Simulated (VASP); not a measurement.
# Na2S in VASP: settings compared

Aim: see how the results for Na2S move with the level of theory and the settings. Levels: r2SCAN, PBE. Tasks: single point.

Everything below comes from runs of VASP 6.6.1. Logs are shortened: lines on timing, memory, paths and dates and some standing lists are left out, and cuts for length are marked.

### Step 1. The cell of the first run

The structure is cubic, space group Fm-3m (No. 225). Conventional cell: a = 6.511 Å, b = 6.511 Å, c = 6.511 Å, α = 90.00°, β = 90.00°, γ = 90.00°. S (site symmetry m-3m) has 8 Na at 2.82 Å within 3.7 Å. Within 3.7 Å of Na (site symmetry -43m) lie 4 S at 2.82 Å and 6 Na at 3.26 Å.

### Step 2. Single point, r2SCAN

POSCAR reads:

```
Na2S
1.0
    0.0000000000      3.2554324508      3.2554324508
    3.2554324508      0.0000000000      3.2554324508
    3.2554324508      3.2554324508      0.0000000000
S Na
1 2
Direct
    0.0000000000      0.0000000000      0.0000000000
    0.2500000000      0.2500000000      0.2500000000
    0.7500000000      0.7500000000      0.7500000000
```

INCAR.step1 reads:

```
  ALGO = Normal
  EDIFF = 1E-5
  ENCUT = 550
  GGA = PE
  GGA_COMPAT = F
  ISMEAR = 0
  LASPH = T
  LCHARG = F
  LREAL = F
  LWAVE = T
  NBANDS = 17
  NELM = 120
  PREC = Accurate
  SIGMA = 0.01
```

INCAR.step2 reads:

```
  ALGO = Normal
  EDIFF = 1E-6
  ENCUT = 550
  GGA_COMPAT = F
  ISIF = 2
  ISMEAR = 0
  ISTART = 1
  LASPH = T
  LCHARG = F
  LMIXTAU = T
  LREAL = F
  LWAVE = F
  METAGGA = R2SCAN
  NBANDS = 17
  NELM = 120
  PREC = Accurate
  SIGMA = 0.01
```

KPOINTS reads:

```
k-points
0
Gamma
  8 8 8
```

Potentials or basis: VASP PAW PBE potentials, release 64 (S, Na_pv).

The run is started by

```
$ cat potpaw_PBE.64/S/POTCAR potpaw_PBE.64/Na_pv/POTCAR > POTCAR
$ cp INCAR.step1 INCAR
$ mpirun -np 1 vasp_std > vasp.out
$ cp INCAR.step2 INCAR
$ mpirun -np 1 vasp_std > vasp.out
```

OUTCAR:

```text
EDIFF = 1E-6
   ENCUT = 550
   ISIF = 2
   ISMEAR = 0
   ISTART = 1
   LASPH = T
   LREAL = F
   METAGGA = R2SCAN
   NELM = 120
   PREC = Accurate

 ion  position               nearest neighbor table
   1  0.000  0.000  0.000-
   2  0.250  0.250  0.250-
   3  0.750  0.750  0.750-

  LATTYP: Found a face centered cubic cell.
 ALAT       =     6.5108649016

  Lattice vectors:

 A1 = (   0.0000000000,   3.2554324508,   3.2554324508)
 A2 = (   3.2554324508,   0.0000000000,   3.2554324508)
 A3 = (   3.2554324508,   3.2554324508,   0.0000000000)

Analysis of symmetry for initial positions (statically):
=====================================================================
 Subroutine PRICEL returns:
 Original cell was already a primitive cell.

 Routine SETGRP: Setting up the symmetry group for a
 face centered cubic supercell.

 Subroutine GETGRP returns: Found 48 space group operations
 (whereof 48 operations were pure point group operations)
 out of a pool of 48 trial point group operations.

The static configuration has the point symmetry O_h .

Analysis of symmetry for dynamics (positions and initial velocities):
=====================================================================
 Subroutine PRICEL returns:
 Original cell was already a primitive cell.

 Routine SETGRP: Setting up the symmetry group for a
 face centered cubic supercell.

 Subroutine GETGRP returns: Found 48 space group operations
 (whereof 48 operations were pure point group operations)
 out of a pool of 48 trial point group operations.

The dynamic configuration has the point symmetry O_h .

 Subroutine INISYM returns: Found 48 space group operations
 (whereof 48 operations are pure point group operations),
 and found     1 'primitive' translations

----------------------------------------------------------------------------------------

                                     Primitive cell

  volume of cell :      69.0011

  direct lattice vectors                    reciprocal lattice vectors
     0.000000000  3.255432451  3.255432451    -0.153589426  0.153589426  0.153589426
     3.255432451  0.000000000  3.255432451     0.153589426 -0.153589426  0.153589426
     3.255432451  3.255432451  0.000000000     0.153589426  0.153589426 -0.153589426

  length of vectors
     4.603876723  4.603876723  4.603876723     0.266024689  0.266024689  0.266024689

  position of ions in fractional coordinates (direct lattice)
     0.000000000  0.000000000  0.000000000
     0.250000000  0.250000000  0.250000000
     0.750000000  0.750000000  0.750000000

  ion indices of the primitive-cell ions
   primitive index   ion index
                 1           1
                 2           2
                 3           3

----------------------------------------------------------------------------------------

 KPOINTS: k-points

Automatic generation of k-mesh.
 Grid dimensions read from file:
 generate k-points for:    8    8    8

 Generating k-lattice:

  Cartesian coordinates                     Fractional coordinates (reciprocal lattice)
    -0.019198678  0.019198678  0.019198678     0.125000000  0.000000000  0.000000000
     0.019198678 -0.019198678  0.019198678     0.000000000  0.125000000  0.000000000
     0.019198678  0.019198678 -0.019198678     0.000000000  0.000000000  0.125000000

  Length of vectors
     0.033253086  0.033253086  0.033253086

  Shift w.r.t. Gamma in fractional coordinates (k-lattice)
     0.000000000  0.000000000  0.000000000

 Subroutine IBZKPT returns following result:
 ===========================================

 Found     29 irreducible k-points:

 Following reciprocal coordinates:
            Coordinates               Weight
  0.000000  0.000000  0.000000      1.000000
  0.125000  0.000000  0.000000      8.000000
  0.250000  0.000000  0.000000      8.000000
  0.375000  0.000000  0.000000      8.000000
  0.500000  0.000000  0.000000      4.000000
  0.125000  0.125000  0.000000      6.000000
[... 16 lines left out ...]
  0.500000  0.250000  0.125000     48.000000
 -0.375000  0.250000  0.125000     24.000000
 [... further k-points ...]
   k-points           NKPTS =     29   k-points in BZ     NKDIM =     29   number of bands    NBANDS=     17
   number of dos      NEDOS =    301   number of ions     NIONS =      3
   total plane-waves  NPLWV =  46656
   dimension x,y,z NGX =    36 NGY =   36 NGZ =   36
   dimension x,y,z NGXF=    72 NGYF=   72 NGZF=   72
   ions per type =               1   2
   NGX,Y,Z   is equivalent  to a cutoff of  13.00, 13.00, 13.00 a.u.
   NGXF,Y,Z  is equivalent  to a cutoff of  26.00, 26.00, 26.00 a.u.
 SYSTEM =  unknown system
   PREC   = accura    normal or accurate (medium, high low for compatibility)
   ISTART =      1    job   : 0-new  1-cont  2-samecut
   ICHARG =      0    charge: 1-file 2-atom 10-const
   ISPIN  =      1    spin polarized calculation?
   LNONCOLLINEAR =      F non collinear calculations
   LSORBIT =      F    spin-orbit coupling
   LASPH  =      T    aspherical Exc in radial PAW
   ENCUT  =  550.0 eV  40.42 Ry    6.36 a.u.   8.80  8.80  8.80*2*pi/ulx,y,z
   NELM   =    120;   NELMIN=  2; NELMDL=  0     # of ELM steps
   EDIFF  = 0.1E-05   stopping-criterion for ELM
   LREAL  =      F    real-space projection
   EDIFFG = 0.1E-04   stopping-criterion for IOM
   NSW    =      0    number of steps for IOM
   IBRION =     -1    ionic relax: 0-MD 1-quasi-New 2-CG
   NFREE  =      0    steps in history (QN), initial steepest desc. (CG)
   ISIF   =      2    stress and relaxation
   ISYM   =      2    0-nonsym 1-usesym 2-fastsym
   POTIM  = 0.5000    time-step for ionic-motion
   TEBEG  =    0.0;   TEEND  =   0.0 temperature during run
   PSTRESS=    0.0 pullay stress
   NELECT =      20.0000    total number of electrons
   NUPDOWN=      -1.0000    fix difference up-down
   EMIN   =  10.00;   EMAX   =-10.00  energy-range for DOS
   EFERMI =   0.00;   METHOD = LEGACY
   ISMEAR =     0;   SIGMA  =   0.01  broadening in eV -4-tet -1-fermi 0-gaus
   EFERMI_NEDOS =   21; number of points for ismear=-14 and -15
   IALGO  =     38    algorithm
   IMIX   =      4    mixing-type and parameters
     AMIX     =   0.40;   BMIX     =  1.00
     AMIX_MAG =   1.60;   BMIX_MAG =  1.00
  volume/ion in A,a.u.               =      23.00       155.21
  Fermi-wavevector in a.u.,A,eV,Ry     =   1.083427  2.047379 15.970697  1.173813
  Thomas-Fermi vector in A             =   2.219492
   LORBIT       =      0    0 simple, 1 ext, 2 COOP (PROOUT), +10 PAW based schemes
   METAGGA = R2SCAN    functional components
   LHFCALC =     F    Hartree Fock is set to
   AEXX    =    0.0000 exact exchange contribution
   IVDW    =     0    specifies the selected vdW correction
   LEPSILON=     F    determine dielectric tensor
   LRPA    =     F    only Hartree local field effects (RPA)
 non-spin polarized calculation
 Gauss-broadening in eV      SIGMA  =   0.01
  energy-cutoff  :      550.00
  volume of cell :       69.00
 maximum number of plane-waves:      2085
   NGX = 17   NGY = 17   NGZ = 17

 number of electron      19.9999984 magnetization

 Free energy of the ion-electron system (eV)
  ---------------------------------------------------
  ext. energy  EPLUGINS =         0.00000000
  ---------------------------------------------------
  free energy    TOTEN  =       -18.96731163 eV

  energy without entropy =      -18.96731163  energy(sigma->0) =      -18.96731163

 E-fermi :   0.0544     XC(G=0):  -8.3203

 val. band max:       -0.0738120728   @ k =   0.0000   0.0000   0.0000
 cond. band min:       3.0389417325   @ k =   0.0000   0.0000   0.0000
 fundamental gap:      3.1127538053
 Fermi energy:         0.0543644109

 k-point     1 :       0.0000    0.0000    0.0000
  band No.  band energies     occupation
      1     -23.0972      2.00000
      2     -23.0972      2.00000
      3     -23.0972      2.00000
      4     -23.0451      2.00000
      5     -23.0451      2.00000
      6     -23.0451      2.00000
[... 9 lines left out ...]
     16       9.7861      0.00000
     17      11.8644      0.00000

 k-point     2 :       0.1250    0.0000    0.0000
  band No.  band energies     occupation
      1     -23.0960      2.00000
      2     -23.0953      2.00000
      3     -23.0953      2.00000
      4     -23.0482      2.00000
      5     -23.0472      2.00000
      6     -23.0472      2.00000
[... 9 lines left out ...]
     16       9.4308      0.00000
     17      11.4062      0.00000

 k-point     3 :       0.2500    0.0000    0.0000
  band No.  band energies     occupation
      1     -23.0924      2.00000
      2     -23.0900      2.00000
      3     -23.0900      2.00000
      4     -23.0565      2.00000
      5     -23.0532      2.00000
      6     -23.0532      2.00000
[... 9 lines left out ...]
     16       9.7212      0.00000
     17      10.9881      0.00000

 k-point     4 :       0.3750    0.0000    0.0000
  band No.  band energies     occupation
      1     -23.0867      2.00000
      2     -23.0820      2.00000
      3     -23.0820      2.00000
      4     -23.0669      2.00000
      5     -23.0619      2.00000
      6     -23.0619      2.00000
[... 9 lines left out ...]
     16      10.8057      0.00000
     17      11.3631      0.00000
[... 343 lines left out ...]
      1     -23.1050      2.00000
      2     -23.0930      2.00000
      3     -23.0832      2.00000
      4     -23.0656      2.00000
      5     -23.0524      2.00000
      6     -23.0404      2.00000
[... 9 lines left out ...]
     16      11.2075      0.00000
     17      12.2915      0.00000

 k-point    23 :       0.5000    0.2500    0.1250
  band No.  band energies     occupation
      1     -23.1074      2.00000
      2     -23.0953      2.00000
      3     -23.0843      2.00000
      4     -23.0624      2.00000
      5     -23.0545      2.00000
      6     -23.0406      2.00000
[... 9 lines left out ...]
     16      11.8501      0.00000
     17      12.5584      0.00000

 k-point    24 :      -0.3750    0.2500    0.1250
  band No.  band energies     occupation
      1     -23.1065      2.00000
      2     -23.1012      2.00000
      3     -23.0737      2.00000
      4     -23.0735      2.00000
      5     -23.0463      2.00000
      6     -23.0451      2.00000
[... 9 lines left out ...]
     16      11.3478      0.00000
     17      12.6215      0.00000

 [... further k-points ...]

------------------------ aborting loop because EDIFF is reached ----------------------------------------

  FORCE on cell =-STRESS in cart. coord.  units (eV):
  Direction    XX          YY          ZZ          XY          YZ          ZX
  --------------------------------------------------------------------------------------
  -------------------------------------------------------------------------------------
  Total       -0.0287785     -0.0287785     -0.0287785     -0.0000000     -0.0000000      0.0000000
  in kB       -0.6682261     -0.6682261     -0.6682261     -0.0000000     -0.0000000      0.0000000
  external PRESSURE =      -0.6682261 kB  Pullay stress =       0.0000000 kB

 VOLUME and BASIS-vectors are now :
 -----------------------------------------------------------------------------
  energy-cutoff  :      550.00
  volume of cell :       69.00
      direct lattice vectors                 reciprocal lattice vectors
     0.000000000  3.255432451  3.255432451    -0.153589426  0.153589426  0.153589426
     3.255432451  0.000000000  3.255432451     0.153589426 -0.153589426  0.153589426
     3.255432451  3.255432451  0.000000000     0.153589426  0.153589426 -0.153589426

 POSITION                                       TOTAL-FORCE (eV/Angst)
 -----------------------------------------------------------------------------------
      0.00000      0.00000      0.00000        -0.000000      0.000000      0.000000
      1.62772      1.62772      1.62772         0.000000      0.000000      0.000000
      4.88315      4.88315      4.88315        -0.000000     -0.000000     -0.000000
 -----------------------------------------------------------------------------------
    total drift:                                0.000000      0.000000      0.000000

  FREE ENERGIE OF THE ION-ELECTRON SYSTEM (eV)
  ---------------------------------------------------
  free  energy   TOTEN  =       -18.9673116297 eV

  energy  without entropy=      -18.9673116297  energy(sigma->0) =      -18.96731163
```

Run time: 1.8 min. Hardware: 1 thread of AMD EPYC 9R45 (Zen 5), shared host; peak memory 0.19 GiB.

Results:

| Quantity | Value |
| --- | --- |
| Free energy | -18.9673 eV |
| Pressure | -0.1 GPa |
| Band gap on the k mesh | 3.11 eV |

Caveat: the PAW data sets were made with another functional, which shifts forces and pressure a little.

### Step 3. Single point, PBE (strain along [111] +1.5%)

INCAR reads:

```
SYSTEM = Na2S
ALGO = Normal ; EDIFF = 1E-6
ENCUT = 500 ; GGA = PE
GGA_COMPAT = .False. ; ISIF = 2
ISMEAR = -1 ; LASPH = .True.
LCHARG = .False. ; LREAL = .False.
LWAVE = .False. ; NBANDS = 17
NELM = 120 ; PREC = Accurate
SIGMA = 0.02
```

KPOINTS reads:

```
k-points
0
Gamma
  8 8 8
  0 0 0
```

POSCAR reads:

```
Na2S
1.0
    0.0325543245      3.2879867753      3.2879867753
    3.2879867753      0.0325543245      3.2879867753
    3.2879867753      3.2879867753      0.0325543245
S Na
1 2
Direct
    0.0000000000      0.0000000000      0.0000000000
    0.2494808621      0.2494808621      0.2494808621
    0.7505191379      0.7505191379      0.7505191379
```

Potentials or basis: VASP PAW PBE potentials, release 64 (S, Na_pv).

The run is started by

```
$ cat potpaw_PBE.64/S/POTCAR potpaw_PBE.64/Na_pv/POTCAR > POTCAR
$ mpirun -np 1 vasp_std > vasp.out
```

Wall time 70 s (1 thread of AMD EPYC 9R45 (Zen 5), shared host); peak memory 0.19 GiB.

The run converged. Its results:

```
Free energy            : -9.9740 eV
Pressure               : 0.3 GPa
Largest force          : 0.004 eV/Å
Band gap on the k mesh : 2.47 eV
```

Forces in eV/Å, atoms in the order of the input:
```
S    0.000  0.000  0.000
Na  -0.003 -0.003 -0.003
Na   0.003  0.003  0.003
```

Stress tensor (GPa, compression positive):
```
 0.34 -0.18 -0.18
-0.18  0.34 -0.18
-0.18 -0.18  0.34
```

Levels at points of the mesh, in eV from the valence-band top:
```
           k point  band 8  band 9  band 10  band 11  band 12  band 13
(0.00, 0.00, 0.00)   -0.04    0.00     0.00     2.47     7.62     7.78
(0.50, 0.00, 0.00)   -1.65   -0.16    -0.14     4.76     6.44     7.07
(0.50, 0.50, 0.00)   -1.48   -0.49    -0.45     3.83     5.99     8.43
(0.50, 0.50, 0.50)   -1.66   -0.12    -0.12     4.80     6.41     7.20
```

Caveat: the cell differs from its parent crystal (strain along [111] +1.5%).

### Step 4. Single point, PBE (shear xy strain -0.5%)

INCAR reads:

```
PREC = Accurate
ENCUT = 500
EDIFF = 1E-6
ISMEAR = -1
SIGMA = 0.02
LREAL = F
LASPH = T
NELM = 120
ALGO = Normal
ISIF = 2
LWAVE = F
LCHARG = F
GGA = PE
NBANDS = 17
GGA_COMPAT = F
```

KPOINTS reads:

```
Automatic mesh
0
Gamma
  8 8 8
```

POSCAR reads:

```
Na2S
1.0
   -0.0081385811      3.2554324508      3.2554324508
    3.2554324508     -0.0081385811      3.2554324508
    3.2472938697      3.2472938697      0.0000000000
S Na
1 2
Direct
    0.0000000000      0.0000000000      0.0000000000
    0.2503228338      0.2503228338      0.2496771662
    0.7496771662      0.7496771662      0.7503228338
```

The run is started by

```
$ cat potpaw_PBE.64/S/POTCAR potpaw_PBE.64/Na_pv/POTCAR > POTCAR
$ mpirun -np 1 vasp_std > vasp.out
```

Run time: 1.9 min. Hardware: 1 thread of AMD EPYC 9R45 (Zen 5), shared host; peak memory 0.22 GiB.

It converged, with:

```
Free energy            : -9.9712 eV
Pressure               : 0.8 GPa
Band gap on the k mesh : 2.52 eV
```

Stress tensor (GPa, compression positive):
```
0.78 0.09 0.00
0.09 0.78 0.00
0.00 0.00 0.78
```

Levels at points of the mesh, in eV from the valence-band top:
| k point | band 7 | band 8 | band 9 | band 10 | band 11 | band 12 | band 13 | band 14 |
| --- | --- | --- | --- | --- | --- | --- | --- | --- |
| (0.00, 0.00, 0.00) | -10.17 | -0.01 | -0.01 | 0.00 | 2.52 | 7.75 | 7.78 | 7.81 |
| (0.50, 0.00, 0.00) | -9.91 | -1.67 | -0.14 | -0.13 | 4.84 | 6.50 | 7.17 | 7.20 |
| (0.50, 0.50, 0.00) | -9.83 | -1.50 | -0.48 | -0.46 | 3.85 | 6.04 | 8.56 | 9.84 |
| (0.00, 0.00, 0.50) | -9.91 | -1.67 | -0.14 | -0.14 | 4.84 | 6.50 | 7.15 | 7.18 |
| (0.50, 0.00, 0.50) | -9.83 | -1.50 | -0.47 | -0.47 | 3.85 | 6.04 | 8.56 | 9.86 |

Caveat: the cell differs from its parent crystal (shear xy strain -0.5%). A k mesh can miss the band edges.

### Step 5. The runs side by side

| level | cell | cutoff (eV) | smearing | gap on the mesh (eV) | pressure (GPa) |
| --- | --- | --- | --- | --- | --- |
| r2SCAN | a = 4.604 Å, angles 60.0°, 3 atoms | 550 | gaussian 0.01 eV | 3.11 | -0.1 |
| PBE | a = 4.650 Å, angles 59.3°, 3 atoms | 500 | fermi-dirac 0.02 eV | 2.47 | 0.3 |
| PBE | a = 4.604, b = 4.604, c = 4.592 Å, angles 60.1, 60.1, 60.2°, 3 atoms | 500 | fermi-dirac 0.02 eV | 2.52 | 0.8 |

Alike in all rows: task single point; potentials or basis VASP PAW PBE potentials, release 64 (S, Na_pv); no spin polarisation; k mesh 8 × 8 × 8.

Caveats: the PAW data sets were made with another functional, which shifts forces and pressure a little (at least some runs).

Total energies depend on the potentials used, so only differences within one code and one set of settings carry meaning.
